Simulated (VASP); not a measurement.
# Pb (Fm-3m) in VASP: notebook

The runs below take Pb through single point, relaxation of cell and atoms, with r2SCAN.

Everything below comes from runs of VASP 6.6.1. Logs are shortened: lines on timing, memory, paths and dates and some standing lists are left out, and cuts for length are marked.

### Step 1. The cell of the first run

Symmetry: Fm-3m, No. 225, cubic system. Conventional cell: a = 5.000 Å, b = 5.000 Å, c = 5.000 Å, α = 90.00°, β = 90.00°, γ = 90.00°. Pb (site symmetry m-3m) has 12 Pb at 3.54 Å within 4.6 Å.

### Step 2. Single point, r2SCAN

File POSCAR:

```
Pb
1.0
    3.5358541690      0.0000000000      0.0000000000
    1.7679270845      3.0621395345      0.0000000000
    1.7679270845      1.0207131782      2.8870128397
Pb
1
Direct
    0.0000000000      0.0000000000      0.0000000000
```

File INCAR.step1:

```
SYSTEM = Pb
PREC     = Accurate       ! precision mode
ENCUT    = 520            ! plane-wave cutoff, eV
ISMEAR   = 1              ! smearing method
SIGMA    = 0.05           ! smearing width, eV
LREAL    = .False.        ! projectors in reciprocal space
LASPH    = .True.         ! aspherical terms in the spheres
NELM     = 100            ! most SCF steps
NBANDS   = 13             ! bands
GGA      = PE             ! functional
ALGO     = Normal         ! electronic algorithm
EDIFF    = 1E-4           ! SCF threshold, eV
LWAVE    = .True.         ! write WAVECAR
LCHARG   = .False.        ! write CHGCAR
```

File INCAR.step2:

```
SYSTEM = Pb
PREC     = Accurate       ! precision mode
ENCUT    = 520            ! plane-wave cutoff, eV
EDIFF    = 1E-6           ! SCF threshold, eV
ISMEAR   = 1              ! smearing method
SIGMA    = 0.05           ! smearing width, eV
LREAL    = .False.        ! projectors in reciprocal space
LASPH    = .True.         ! aspherical terms in the spheres
NELM     = 100            ! most SCF steps
ALGO     = Normal         ! electronic algorithm
ISIF     = 2              ! what is computed and relaxed
LWAVE    = .False.        ! write WAVECAR
LCHARG   = .True.         ! write CHGCAR
METAGGA  = R2SCAN         ! meta-GGA
LMIXTAU  = .True.       
LELF     = .True.         ! ELF
LVHAR    = .True.       
NBANDS   = 13             ! bands
ISTART   = 1
```

File KPOINTS:

```
regular mesh
0
Gamma
  8 8 8
  0 0 0
```

Potentials or basis: VASP PAW PBE potentials, release 64 (Pb_d).

Started as:

```bash
$ cat potpaw_PBE.64/Pb_d/POTCAR > POTCAR
$ cp INCAR.step1 INCAR
$ mpirun -np 1 vasp_std > vasp.out
$ cp INCAR.step2 INCAR
$ mpirun -np 1 vasp_std > vasp.out
```

OUTCAR:

```text
SYSTEM = Pb
   PREC = Accurate
   ENCUT = 520
   EDIFF = 1E-6
   ISMEAR = 1
   LREAL = .False.
   LASPH = .True.
   NELM = 100
   ISIF = 2
   METAGGA = R2SCAN
   ISTART = 1

 ion  position               nearest neighbor table
   1  0.000  0.000  0.000-

  LATTYP: Found a face centered cubic cell.
 ALAT       =     5.0004529205

  Lattice vectors:

 A1 = (   3.5358541690,   0.0000000000,   0.0000000000)
 A2 = (   1.7679270845,   3.0621395345,   0.0000000000)
 A3 = (   1.7679270845,   1.0207131782,   2.8870128397)

Analysis of symmetry for initial positions (statically):
=====================================================================
 Subroutine PRICEL returns:
 Original cell was already a primitive cell.

 Routine SETGRP: Setting up the symmetry group for a
 face centered cubic supercell.

 Subroutine GETGRP returns: Found 48 space group operations
 (whereof 48 operations were pure point group operations)
 out of a pool of 48 trial point group operations.

The static configuration has the point symmetry O_h .

Analysis of symmetry for dynamics (positions and initial velocities):
=====================================================================
 Subroutine PRICEL returns:
 Original cell was already a primitive cell.

 Routine SETGRP: Setting up the symmetry group for a
 face centered cubic supercell.

 Subroutine GETGRP returns: Found 48 space group operations
 (whereof 48 operations were pure point group operations)
 out of a pool of 48 trial point group operations.

The dynamic configuration has the point symmetry O_h .

 Subroutine INISYM returns: Found 48 space group operations
 (whereof 48 operations are pure point group operations),
 and found     1 'primitive' translations

----------------------------------------------------------------------------------------

                                     Primitive cell

  volume of cell :      31.2585

  direct lattice vectors                    reciprocal lattice vectors
     3.535854169  0.000000000  0.000000000     0.282817094 -0.163284525 -0.115459595
     1.767927084  3.062139534  0.000000000     0.000000000  0.326569050 -0.115459595
     1.767927084  1.020713178  2.887012840     0.000000000  0.000000000  0.346378785

  length of vectors
     3.535854169  3.535854169  3.535854169     0.346378785  0.346378785  0.346378785

  position of ions in fractional coordinates (direct lattice)
     0.000000000  0.000000000  0.000000000

  ion indices of the primitive-cell ions
   primitive index   ion index
                 1           1

----------------------------------------------------------------------------------------

 KPOINTS: regular mesh

Automatic generation of k-mesh.
 Grid dimensions read from file:
 generate k-points for:    8    8    8

 Generating k-lattice:

  Cartesian coordinates                     Fractional coordinates (reciprocal lattice)
     0.035352137 -0.020410566 -0.014432449     0.125000000 -0.000000000 -0.000000000
     0.000000000  0.040821131 -0.014432449     0.000000000  0.125000000  0.000000000
     0.000000000  0.000000000  0.043297348     0.000000000  0.000000000  0.125000000

  Length of vectors
     0.043297348  0.043297348  0.043297348

  Shift w.r.t. Gamma in fractional coordinates (k-lattice)
     0.000000000  0.000000000  0.000000000

 Subroutine IBZKPT returns following result:
 ===========================================

 Found     29 irreducible k-points:

 Following reciprocal coordinates:
            Coordinates               Weight
  0.000000  0.000000  0.000000      1.000000
  0.125000 -0.000000  0.000000      8.000000
  0.250000 -0.000000  0.000000      8.000000
  0.375000  0.000000  0.000000      8.000000
  0.500000 -0.000000  0.000000      4.000000
  0.125000  0.125000  0.000000      6.000000
[... 16 lines left out ...]
  0.500000  0.250000  0.125000     48.000000
 -0.375000  0.250000  0.125000     24.000000
 [... further k-points ...]
   k-points           NKPTS =     29   k-points in BZ     NKDIM =     29   number of bands    NBANDS=     13
   number of dos      NEDOS =    301   number of ions     NIONS =      1
   total plane-waves  NPLWV =  21952
   dimension x,y,z NGX =    28 NGY =   28 NGZ =   28
   dimension x,y,z NGXF=    56 NGYF=   56 NGZF=   56
   ions per type =               1
   NGX,Y,Z   is equivalent  to a cutoff of  13.16, 13.16, 13.16 a.u.
   NGXF,Y,Z  is equivalent  to a cutoff of  26.33, 26.33, 26.33 a.u.
 SYSTEM =  Pb
   PREC   = accura    normal or accurate (medium, high low for compatibility)
   ISTART =      1    job   : 0-new  1-cont  2-samecut
   ICHARG =      0    charge: 1-file 2-atom 10-const
   ISPIN  =      1    spin polarized calculation?
   LNONCOLLINEAR =      F non collinear calculations
   LSORBIT =      F    spin-orbit coupling
   LASPH  =      T    aspherical Exc in radial PAW
   ENCUT  =  520.0 eV  38.22 Ry    6.18 a.u.   6.57  6.57  6.57*2*pi/ulx,y,z
   NELM   =    100;   NELMIN=  2; NELMDL=  0     # of ELM steps
   EDIFF  = 0.1E-05   stopping-criterion for ELM
   LREAL  =      F    real-space projection
   EDIFFG = 0.1E-04   stopping-criterion for IOM
   NSW    =      0    number of steps for IOM
   IBRION =     -1    ionic relax: 0-MD 1-quasi-New 2-CG
   NFREE  =      0    steps in history (QN), initial steepest desc. (CG)
   ISIF   =      2    stress and relaxation
   ISYM   =      2    0-nonsym 1-usesym 2-fastsym
   POTIM  = 0.5000    time-step for ionic-motion
   TEBEG  =    0.0;   TEEND  =   0.0 temperature during run
   PSTRESS=    0.0 pullay stress
   NELECT =      14.0000    total number of electrons
   NUPDOWN=      -1.0000    fix difference up-down
   EMIN   =  10.00;   EMAX   =-10.00  energy-range for DOS
   EFERMI =   0.00;   METHOD = LEGACY
   ISMEAR =     1;   SIGMA  =   0.05  broadening in eV -4-tet -1-fermi 0-gaus
   EFERMI_NEDOS =   21; number of points for ismear=-14 and -15
   IALGO  =     38    algorithm
   IMIX   =      4    mixing-type and parameters
     AMIX     =   0.40;   BMIX     =  1.00
     AMIX_MAG =   1.60;   BMIX_MAG =  1.00
  volume/ion in A,a.u.               =      31.26       210.94
  Fermi-wavevector in a.u.,A,eV,Ry     =   1.252549  2.366975 21.345905  1.568880
  Thomas-Fermi vector in A             =   2.386444
   LORBIT       =      0    0 simple, 1 ext, 2 COOP (PROOUT), +10 PAW based schemes
   METAGGA = R2SCAN    functional components
   LHFCALC =     F    Hartree Fock is set to
   AEXX    =    0.0000 exact exchange contribution
   IVDW    =     0    specifies the selected vdW correction
   LEPSILON=     F    determine dielectric tensor
   LRPA    =     F    only Hartree local field effects (RPA)
 non-spin polarized calculation
 Methfessel and Paxton  Order N= 1 SIGMA  =   0.05
  energy-cutoff  :      520.00
  volume of cell :       31.26
 maximum number of plane-waves:       869
 NGX is ok and might be reduce to    28
   NGX = 13   NGY = 13   NGZ = 13

 number of electron      14.0000001 magnetization

 Free energy of the ion-electron system (eV)
  ---------------------------------------------------
  ext. energy  EPLUGINS =         0.00000000
  ---------------------------------------------------
  free energy    TOTEN  =       -56.29614533 eV

  energy without entropy =      -56.29623907  energy(sigma->0) =      -56.29617657

 E-fermi :   6.7285     XC(G=0): -10.7591

 val. band max:        6.6959116554   @ k =   0.3750   0.2500   0.0000
 cond. band min:       7.0050603647   @ k =  -0.3750   0.2500  -0.0000
 fundamental gap:      0.3091487093
 Fermi energy:         6.7284960959

 k-point     1 :       0.0000    0.0000    0.0000
  band No.  band energies     occupation
      1     -10.8092      2.00000
      2     -10.8092      2.00000
      3     -10.8092      2.00000
      4     -10.6746      2.00000
      5     -10.6746      2.00000
      6      -5.1971      2.00000
      7      14.3704      0.00000
      8      14.3704      0.00000
      9      14.3704      0.00000
     10      17.2796      0.00000
     11      18.7783      0.00000
     12      19.7703      0.00000
     13      19.7703      0.00000

 k-point     2 :       0.1250   -0.0000    0.0000
  band No.  band energies     occupation
      1     -10.8098      2.00000
      2     -10.7897      2.00000
      3     -10.7897      2.00000
      4     -10.6738      2.00000
      5     -10.6738      2.00000
      6      -4.8909      2.00000
      7      11.5892      0.00000
      8      14.0169      0.00000
      9      14.0169      0.00000
     10      16.7295      0.00000
     11      19.9544      0.00000
     12      20.3828      0.00000
     13      20.3828      0.00000

 k-point     3 :       0.2500   -0.0000    0.0000
  band No.  band energies     occupation
      1     -10.8163      2.00000
      2     -10.7748      2.00000
      3     -10.7748      2.00000
      4     -10.6388      2.00000
      5     -10.6388      2.00000
      6      -3.9804      2.00000
      7       7.6687     -0.00000
      8      13.3182      0.00000
      9      13.3182      0.00000
     10      16.3387      0.00000
     11      19.0193      0.00000
     12      19.7152      0.00000
     13      19.7152      0.00000
[... 305 lines left out ...]
 k-point    23 :       0.5000    0.2500    0.1250
  band No.  band energies     occupation
      1     -10.8206      2.00000
      2     -10.7860      2.00000
      3     -10.7047      2.00000
      4     -10.6270      2.00000
      5     -10.5643      2.00000
      6      -1.8706      2.00000
      7       5.0264      2.00000
      8       8.4177      0.00000
      9      10.8221      0.00000
     10      16.2138      0.00000
     11      18.4535      0.00000
     12      19.9084      0.00000
     13      22.7455      0.00000

 k-point    24 :      -0.3750    0.2500    0.1250
  band No.  band energies     occupation
      1     -10.8114      2.00000
      2     -10.7920      2.00000
      3     -10.6902      2.00000
      4     -10.6318      2.00000
      5     -10.5483      2.00000
      6      -0.9695      2.00000
      7       3.5912      2.00000
      8       8.2972      0.00000
      9      10.2744      0.00000
     10      16.1116      0.00000
     11      18.2586      0.00000
     12      22.7447      0.00000
     13      23.0379      0.00000

 [... further k-points ...]
[... 5 lines left out ...]
  --------------------------------------------------------------------------------------
  -------------------------------------------------------------------------------------
  Total       -0.0025303     -0.0025303     -0.0025303      0.0000000     -0.0000000     -0.0000000
  in kB       -0.1296932     -0.1296932     -0.1296932      0.0000000     -0.0000000     -0.0000000
  external PRESSURE =      -0.1296932 kB  Pullay stress =       0.0000000 kB

 VOLUME and BASIS-vectors are now :
 -----------------------------------------------------------------------------
  energy-cutoff  :      520.00
  volume of cell :       31.26
      direct lattice vectors                 reciprocal lattice vectors
     3.535854169  0.000000000  0.000000000     0.282817094 -0.163284525 -0.115459595
     1.767927084  3.062139534  0.000000000     0.000000000  0.326569050 -0.115459595
     1.767927084  1.020713178  2.887012840     0.000000000  0.000000000  0.346378785

 POSITION                                       TOTAL-FORCE (eV/Angst)
 -----------------------------------------------------------------------------------
      0.00000      0.00000      0.00000         0.000000     -0.000000      0.000000
 -----------------------------------------------------------------------------------
    total drift:                               -0.000000     -0.000000     -0.000000

  FREE ENERGIE OF THE ION-ELECTRON SYSTEM (eV)
  ---------------------------------------------------
  free  energy   TOTEN  =       -56.2961453271 eV

  energy  without entropy=      -56.2962390663  energy(sigma->0) =      -56.29617657
```

Wall time 22 s (1 thread of Intel Xeon 6975P-C (Granite Rapids), shared host); peak memory 0.16 GiB.

Results:

```yaml
Free_energy: -56.2961 eV
Pressure: 0.0 GPa
Band_gap_on_the_k_mesh: zero (band 7 reaches 14.37 eV, above the bottom of band 8 at 5.49 eV)
```

Caveat: the PAW data sets were made with another functional, which shifts forces and pressure a little; spin-orbit coupling is left out, which moves the levels of the heavy elements.

(Part 1 of 2 ends here.)
